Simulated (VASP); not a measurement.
# MnO2 (P6_3/mmc) in VASP: further runs

MnO2 is run at these levels: PBEsol+U; tasks: single point.

Everything below comes from runs of VASP 6.6.1. Logs are shortened: lines on timing, memory, paths and dates and some standing lists are left out, and cuts for length are marked.

## Step 1: The cell of the first run

It takes space group P6_3/mmc (No. 194, hexagonal). Conventional cell: a = 2.920 Å, b = 2.920 Å, c = 11.131 Å, α = 90.00°, β = 90.00°, γ = 120.00°. Mn (site symmetry -3m) has 6 O at 1.93 Å within 2.6 Å. O (site symmetry 3m) has 3 Mn at 1.93 Å and 3 O at 2.53 Å within 2.6 Å.

## Step 2: Single point, PBEsol+U, collinear spin, ferromagnetic start

Contents of INCAR:

```
SYSTEM = MnO2
PREC = Accurate ; ENCUT = 520
EDIFF = 1E-7 ; ISMEAR = -1
SIGMA = 0.05 ; LREAL = .FALSE.
LASPH = .TRUE. ; NELM = 150
ALGO = Normal ; ISIF = 2
LWAVE = .FALSE. ; LCHARG = .FALSE.
ISPIN = 2 ; MAGMOM = 4 4 0 0 0 0
LORBIT = 11 ; LMAXMIX = 4
LDAU = .TRUE. ; LDAUTYPE = 2
LDAUL = 2 -1 ; LDAUU = 6 0
LDAUJ = 0 0 ; LDAUPRINT = 1
GGA = PS ; NBANDS = 38
```

Contents of KPOINTS:

```
regular mesh
0
G
  11 11 3
  0 0 0
```

Contents of POSCAR:

```
MnO2
1.0
    2.9199125186      0.0000000000      0.0000000000
   -1.4599562593      2.5287184180      0.0000000000
    0.0000000000      0.0000000000     11.1313151733
Mn O
2 4
Direct
    0.0000000000      0.0000000000      0.5000000000
    0.0000000000      0.0000000000      0.0000000000
    0.6666666667      0.3333333333      0.4150038011
    0.6666666667      0.3333333333      0.0849961989
    0.3333333333      0.6666666667      0.5849961989
    0.3333333333      0.6666666667      0.9150038011
```

Potentials or basis: VASP PAW PBE potentials, release 64 (Mn_pv, O).

Run with:

```sh
$ cat potpaw_PBE.64/Mn_pv/POTCAR potpaw_PBE.64/O/POTCAR > POTCAR
$ mpirun -np 1 vasp_std > vasp.out
```

OUTCAR:

```text
SYSTEM = MnO2
   PREC = Accurate
   ENCUT = 520
   EDIFF = 1E-7
   ISMEAR = -1
   LREAL = .FALSE.
   LASPH = .TRUE.
   NELM = 150
   ISIF = 2
   ISPIN = 2
   LORBIT = 11
   GGA = PS

 ion  position               nearest neighbor table
   1  0.000  0.000  0.500-   3 1.93   5 1.93   3 1.93   5 1.93   3 1.93   5 1.93
   2  0.000  0.000  0.000-   4 1.93   6 1.93   4 1.93   6 1.93   4 1.93   6 1.93
   3  0.667  0.333  0.415-   1 1.93   1 1.93   1 1.93
   4  0.667  0.333  0.085-   2 1.93   2 1.93   2 1.93
   5  0.333  0.667  0.585-   1 1.93   1 1.93   1 1.93
   6  0.333  0.667  0.915-   2 1.93   2 1.93   2 1.93

  LATTYP: Found a hexagonal cell.
 ALAT       =     2.9199125186
 C/A-ratio  =     3.8122084488

  Lattice vectors:

 A1 = (   2.9199125186,   0.0000000000,   0.0000000000)
 A2 = (  -1.4599562593,   2.5287184180,   0.0000000000)
 A3 = (   0.0000000000,   0.0000000000,  11.1313151733)

Analysis of symmetry for initial positions (statically):
=====================================================================
 Subroutine PRICEL returns:
 Original cell was already a primitive cell.

 Routine SETGRP: Setting up the symmetry group for a
 hexagonal supercell.

 Subroutine GETGRP returns: Found 24 space group operations
 (whereof 12 operations were pure point group operations)
 out of a pool of 24 trial point group operations.

The static configuration has the point symmetry D_3d.
 The point group associated with its full space group is D_6h.

Analysis of symmetry for dynamics (positions and initial velocities):
=====================================================================
 Subroutine PRICEL returns:
 Original cell was already a primitive cell.

 Routine SETGRP: Setting up the symmetry group for a
 hexagonal supercell.

 Subroutine GETGRP returns: Found 24 space group operations
 (whereof 12 operations were pure point group operations)
 out of a pool of 24 trial point group operations.

The dynamic configuration has the point symmetry D_3d.
 The point group associated with its full space group is D_6h.

Analysis of structural, dynamic, and magnetic symmetry:
=====================================================================
 Subroutine PRICEL returns:
 Original cell was already a primitive cell.

 Routine SETGRP: Setting up the symmetry group for a
 hexagonal supercell.

 Subroutine GETGRP returns: Found 24 space group operations
 (whereof 12 operations were pure point group operations)
 out of a pool of 24 trial point group operations.

The overall configuration has the point symmetry D_3d.
 The point group associated with its full space group is D_6h.

 Subroutine INISYM returns: Found 24 space group operations
 (whereof 12 operations are pure point group operations),
 and found     1 'primitive' translations

----------------------------------------------------------------------------------------

                                     Primitive cell

  volume of cell :      82.1896

[... 161 lines left out ...]
  o =  0.0616  v =  0.0000  0.0000  0.0000  0.0000  0.0000 -0.7265  0.0000  0.0000 -0.6872  0.0000      0.0000  0.0000  0.0000  0.0000  0.0000  0.0000  0.0000  0.0000  0.0000  0.0000
  o =  0.0616  v =  0.0000  0.0000  0.0000  0.0000  0.0000 -0.0000 -0.6872 -0.0000 -0.0000 -0.7265      0.0000  0.0000  0.0000  0.0000  0.0000  0.0000  0.0000  0.0000  0.0000  0.0000
  o =  0.2731  v =  0.0000  0.0000  0.0000  0.0000  0.0000 -0.6872  0.0000 -0.0000  0.7265 -0.0000      0.0000  0.0000  0.0000  0.0000  0.0000  0.0000  0.0000  0.0000  0.0000  0.0000
  o =  0.2731  v =  0.0000  0.0000  0.0000  0.0000  0.0000  0.0000  0.7265 -0.0000 -0.0000 -0.6872      0.0000  0.0000  0.0000  0.0000  0.0000  0.0000  0.0000  0.0000  0.0000  0.0000
  o =  0.6109  v = -0.6625 -0.0000 -0.0000  0.7491  0.0000  0.0000  0.0000  0.0000  0.0000  0.0000      0.0000  0.0000  0.0000  0.0000  0.0000  0.0000  0.0000  0.0000  0.0000  0.0000
  o =  0.6109  v = -0.0000  0.7491  0.0000  0.0000 -0.6625  0.0000  0.0000  0.0000  0.0000  0.0000      0.0000  0.0000  0.0000  0.0000  0.0000  0.0000  0.0000  0.0000  0.0000  0.0000
  o =  0.9650  v =  0.0000  0.0000 -1.0000  0.0000  0.0000  0.0000  0.0000  0.0000  0.0000  0.0000      0.0000  0.0000  0.0000  0.0000  0.0000  0.0000  0.0000  0.0000  0.0000  0.0000
  o =  0.9673  v =  0.7491 -0.0000 -0.0000  0.6625 -0.0000  0.0000  0.0000  0.0000  0.0000  0.0000      0.0000  0.0000  0.0000  0.0000  0.0000  0.0000  0.0000  0.0000  0.0000  0.0000
  o =  0.9673  v = -0.0000 -0.6625 -0.0000 -0.0000 -0.7491  0.0000  0.0000  0.0000  0.0000  0.0000      0.0000  0.0000  0.0000  0.0000  0.0000  0.0000  0.0000  0.0000  0.0000  0.0000

atom =   2  type =  1  l = 2

 onsite density matrix

spin component  1

  0.8109  0.0000 -0.0000 -0.1769  0.0000
  0.0000  0.7673 -0.0000  0.0000 -0.1769
 -0.0000 -0.0000  0.9650  0.0000  0.0000
 -0.1769  0.0000  0.0000  0.7673  0.0000
  0.0000 -0.1769  0.0000  0.0000  0.8109

spin component  2

  0.1615 -0.0000  0.0000  0.1056  0.0000
 -0.0000  0.1732  0.0000 -0.0000  0.1056
  0.0000  0.0000  0.0597 -0.0000  0.0000
  0.1056 -0.0000 -0.0000  0.1732 -0.0000
  0.0000  0.1056  0.0000 -0.0000  0.1615

 occupancies and eigenvectors

  o =  0.0597  v =  0.0000  0.0000  0.0000  0.0000  0.0000 -0.0000  0.0000  1.0000  0.0000 -0.0000      0.0000  0.0000  0.0000  0.0000  0.0000  0.0000  0.0000  0.0000  0.0000  0.0000
  o =  0.0616  v =  0.0000  0.0000  0.0000  0.0000  0.0000 -0.7265 -0.0000 -0.0000  0.6872  0.0000      0.0000  0.0000  0.0000  0.0000  0.0000  0.0000  0.0000  0.0000  0.0000  0.0000
  o =  0.0616  v =  0.0000  0.0000  0.0000  0.0000  0.0000  0.0000 -0.6872  0.0000 -0.0000  0.7265      0.0000  0.0000  0.0000  0.0000  0.0000  0.0000  0.0000  0.0000  0.0000  0.0000
  o =  0.2731  v =  0.0000  0.0000  0.0000  0.0000  0.0000 -0.6872 -0.0000 -0.0000 -0.7265 -0.0000      0.0000  0.0000  0.0000  0.0000  0.0000  0.0000  0.0000  0.0000  0.0000  0.0000
  o =  0.2731  v =  0.0000  0.0000  0.0000  0.0000  0.0000  0.0000 -0.7265 -0.0000  0.0000 -0.6872      0.0000  0.0000  0.0000  0.0000  0.0000  0.0000  0.0000  0.0000  0.0000  0.0000
  o =  0.6109  v =  0.6625 -0.0000  0.0000  0.7491 -0.0000  0.0000  0.0000  0.0000  0.0000  0.0000      0.0000  0.0000  0.0000  0.0000  0.0000  0.0000  0.0000  0.0000  0.0000  0.0000
  o =  0.6109  v = -0.0000 -0.7491  0.0000 -0.0000 -0.6625  0.0000  0.0000  0.0000  0.0000  0.0000      0.0000  0.0000  0.0000  0.0000  0.0000  0.0000  0.0000  0.0000  0.0000  0.0000
  o =  0.9650  v =  0.0000  0.0000  1.0000 -0.0000 -0.0000  0.0000  0.0000  0.0000  0.0000  0.0000      0.0000  0.0000  0.0000  0.0000  0.0000  0.0000  0.0000  0.0000  0.0000  0.0000
  o =  0.9673  v =  0.7491  0.0000 -0.0000 -0.6625 -0.0000  0.0000  0.0000  0.0000  0.0000  0.0000      0.0000  0.0000  0.0000  0.0000  0.0000  0.0000  0.0000  0.0000  0.0000  0.0000
  o =  0.9673  v = -0.0000  0.6625 -0.0000  0.0000 -0.7491  0.0000  0.0000  0.0000  0.0000  0.0000      0.0000  0.0000  0.0000  0.0000  0.0000  0.0000  0.0000  0.0000  0.0000  0.0000

 number of electron      50.0000024 magnetization       6.0000246

 Free energy of the ion-electron system (eV)
  ---------------------------------------------------
  ext. energy  EPLUGINS =         0.00000000
  ---------------------------------------------------
  free energy    TOTEN  =       -42.29745173 eV

  energy without entropy =      -42.29745169  energy(sigma->0) =      -42.29745171

 E-fermi :   1.1369     XC(G=0):  -9.3413

 val. band max:        0.3864506270   @ k =   0.1818   0.0909   0.0000
 cond. band min:       1.8518113522   @ k =   0.2727   0.0000   0.0000
 fundamental gap:      1.4653607252
 Fermi energy:         1.1369440606

 spin component 1

 k-point     1 :       0.0000    0.0000    0.0000
  band No.  band energies     occupation
      1     -49.6599      1.00000
      2     -49.6599      1.00000
      3     -49.6599      1.00000
      4     -49.6599      1.00000
      5     -49.6451      1.00000
      6     -49.6450      1.00000
[... 1913 lines left out ...]
     36      12.6565      0.00000
     37      14.4190      0.00000

 [... further k-points ...]

 [bands above 37 left out]

------------------------ aborting loop because EDIFF is reached ----------------------------------------

  FORCE on cell =-STRESS in cart. coord.  units (eV):
  Direction    XX          YY          ZZ          XY          YZ          ZX
  --------------------------------------------------------------------------------------
  -------------------------------------------------------------------------------------
  Total       -0.4131275     -0.4131275      0.0594235      0.0000000      0.0000000     -0.0000000
  in kB       -8.0533752     -8.0533752      1.1583818      0.0000000      0.0000000     -0.0000000
  external PRESSURE =      -4.9827895 kB  Pullay stress =       0.0000000 kB

 VOLUME and BASIS-vectors are now :
 -----------------------------------------------------------------------------
  energy-cutoff  :      520.00
  volume of cell :       82.19
      direct lattice vectors                 reciprocal lattice vectors
     2.919912519  0.000000000  0.000000000     0.342476014  0.197728619  0.000000000
    -1.459956259  2.528718418  0.000000000     0.000000000  0.395457238  0.000000000
     0.000000000  0.000000000 11.131315173     0.000000000  0.000000000  0.089836644

 POSITION                                       TOTAL-FORCE (eV/Angst)
 -----------------------------------------------------------------------------------
      0.00000      0.00000      5.56566        -0.000000      0.000000     -0.000000
      0.00000      0.00000      0.00000        -0.000000      0.000000     -0.000000
      1.45996      0.84291      4.61954         0.000000      0.000000     -0.030982
      1.45996      0.84291      0.94612         0.000000      0.000000      0.030982
     -0.00000      1.68581      6.51178        -0.000000      0.000000      0.030982
     -0.00000      1.68581     10.18520        -0.000000      0.000000     -0.030982
 -----------------------------------------------------------------------------------
    total drift:                               -0.000000     -0.000000      0.000000

  FREE ENERGIE OF THE ION-ELECTRON SYSTEM (eV)
  ---------------------------------------------------
  free  energy   TOTEN  =       -42.2974517298 eV

  energy  without entropy=      -42.2974516894  energy(sigma->0) =      -42.29745171

 total charge

# of ion       s       p       d       tot
------------------------------------------
    1        0.351   6.450   4.820  11.621
    2        0.351   6.450   4.820  11.621
    3        1.578   3.393   0.000   4.970
    4        1.578   3.393   0.000   4.970
    5        1.578   3.393   0.000   4.970
    6        1.578   3.393   0.000   4.970
--------------------------------------------------
tot          7.012  26.471   9.640  43.123

 magnetization (x)

# of ion       s       p       d       tot
------------------------------------------
    1        0.033   0.046   3.388   3.468
    2        0.033   0.046   3.388   3.468
    3        0.001  -0.227   0.000  -0.226
    4        0.001  -0.227   0.000  -0.226
    5        0.001  -0.227   0.000  -0.226
    6        0.001  -0.227   0.000  -0.226
--------------------------------------------------
tot          0.069  -0.815   6.777   6.031
```

It took 6.3 min on 1 thread of Oxide Virtual Turin-like, shared host; peak memory 0.29 GiB.

What came out:

```
Free energy                                           : -42.2975 eV
Pressure                                              : -0.5 GPa
Largest force                                         : 0.031 eV/Å
Band gap on the k mesh                                : 1.47 eV (least direct gap 1.56 eV)
Net moment                                            : 6.00 μB per cell
Site moments                                          : Mn +3.47; O -0.23 μB
Valence electrons inside the program's atomic spheres : Mn 11.62; O 4.97
```

Forces in eV/Å, atoms in the order of the input:
```
Mn   0.000  0.000  0.000
Mn   0.000  0.000  0.000
O    0.000  0.000 -0.031
O    0.000  0.000  0.031
O    0.000  0.000  0.031
O    0.000  0.000 -0.031
```

Levels at points of the mesh, in eV from the valence-band top:
Spin up:
| k point | band 25 | band 26 | band 27 | band 28 | band 29 | band 30 | band 31 | band 32 |
| --- | --- | --- | --- | --- | --- | --- | --- | --- |
| (0.00, 0.00, 0.00) | -0.49 | -0.49 | -0.49 | -0.49 | 2.86 | 2.86 | 2.86 | 2.86 |
Spin down:
| k point | band 19 | band 20 | band 21 | band 22 | band 23 | band 24 | band 25 | band 26 |
| --- | --- | --- | --- | --- | --- | --- | --- | --- |
| (0.00, 0.00, 0.00) | -0.88 | -0.88 | -0.87 | -0.87 | 3.86 | 3.86 | 3.87 | 3.87 |

Eigenvalues of the final occupation matrices:
```tsv
site	spin	trace	eigenvalues
site 1 d	1	4.12	0.61 0.61 0.96 0.97 0.97
site 1 d	2	0.73	0.06 0.06 0.06 0.27 0.27
site 2 d	1	4.12	0.61 0.61 0.96 0.97 0.97
site 2 d	2	0.73	0.06 0.06 0.06 0.27 0.27
```

Caveat: the PAW data sets were made with another functional, which shifts forces and pressure a little; the run started ferromagnetic, and an antiferromagnetic order may lie lower in energy.

## Step 3: Single point, PBEsol+U, collinear spin, ferromagnetic start

This run uses another cell than the first one, of 14.09 Å³/atom.

Contents of INCAR:

```
ALGO = Normal
EDIFF = 1E-6
ENCUT = 520
GGA = PS
ISIF = 2
ISMEAR = -1
ISPIN = 2
LASPH = T
LCHARG = F
LDAU = T
LDAUJ = 0 0
LDAUL = 2 -1
LDAUPRINT = 1
LDAUTYPE = 2
LDAUU = 8 0
LMAXMIX = 4
LORBIT = 11
LREAL = F
LWAVE = F
MAGMOM = 4 4 0 0 0 0
NBANDS = 38
NELM = 150
PREC = Accurate
SIGMA = 0.05
```

Contents of KPOINTS:

```
k-points
0
Gamma
  11 11 3
```

Contents of POSCAR:

```
MnO2
1.0
    2.9910176799      0.0000000000      0.0000000000
   -1.4955088399      2.5902972940      0.0000000000
    0.0000000000      0.0000000000     10.9139752781
Mn O
2 4
Direct
    0.0000000000      0.0000000000      0.5000000000
    0.0000000000      0.0000000000      0.0000000000
    0.6666666667      0.3333333333      0.4129847573
    0.6666666667      0.3333333333      0.0870152427
    0.3333333333      0.6666666667      0.5870152427
    0.3333333333      0.6666666667      0.9129847573
```

Potentials or basis: VASP PAW PBE potentials, release 64 (Mn_pv, O).

Run with:

```sh
$ cat potpaw_PBE.64/Mn_pv/POTCAR potpaw_PBE.64/O/POTCAR > POTCAR
$ mpirun -np 1 vasp_std > vasp.out
```

Wall time 6.1 min (1 thread of Oxide Virtual Turin-like, shared host); peak memory 0.29 GiB.

Results (log left out):

* Free energy: -40.1523 eV
* Pressure: -1.9 GPa
* Largest force: 0.077 eV/Å
* Band gap on the k mesh: 0.70 eV (least direct gap 0.82 eV)
* Net moment: 6.00 μB per cell
* Site moments: Mn +3.86; O -0.40 μB
* Valence electrons inside the program's atomic spheres: Mn 11.51; O 4.94

Forces in eV/Å, atoms in the order of the input:
```
Mn   0.000  0.000  0.000
Mn   0.000  0.000  0.000
O    0.000  0.000  0.077
O    0.000  0.000 -0.077
O    0.000  0.000 -0.077
O    0.000  0.000  0.077
```

Stress tensor (GPa, compression positive):
```
-2.45  0.00  0.00
 0.00 -2.45  0.00
 0.00  0.00 -0.70
```

Levels at points of the mesh, in eV from the valence-band top:
Spin up:
| k point | band 24 | band 25 | band 26 | band 27 | band 28 | band 29 | band 30 | band 31 | band 32 | band 33 |
| --- | --- | --- | --- | --- | --- | --- | --- | --- | --- | --- |
| (0.00, 0.00, 0.00) | -0.57 | -0.57 | -0.56 | -0.56 | -0.48 | 2.10 | 2.10 | 2.11 | 2.11 | 6.42 |
Spin down:
| k point | band 18 | band 19 | band 20 | band 21 | band 22 | band 23 | band 24 | band 25 | band 26 | band 27 |
| --- | --- | --- | --- | --- | --- | --- | --- | --- | --- | --- |
| (0.00, 0.00, 0.00) | -1.24 | -1.24 | -1.23 | -1.23 | -1.19 | 4.96 | 4.96 | 4.96 | 4.96 | 5.75 |

Eigenvalues of the final occupation matrices:
```
    site  spin  trace               eigenvalues
site 1 d     1   4.29  0.69 0.69 0.97 0.97 0.97
site 1 d     2   0.52  0.04 0.04 0.04 0.20 0.20
site 2 d     1   4.29  0.69 0.69 0.97 0.97 0.97
site 2 d     2   0.52  0.04 0.04 0.04 0.20 0.20
```

Caveat: semilocal functionals underestimate gaps, and a narrow one can read as zero; the PAW data sets were made with another functional, which shifts forces and pressure a little; the run started ferromagnetic, and an antiferromagnetic order may lie lower in energy. The state reached can hang on the start; a lower one may exist.
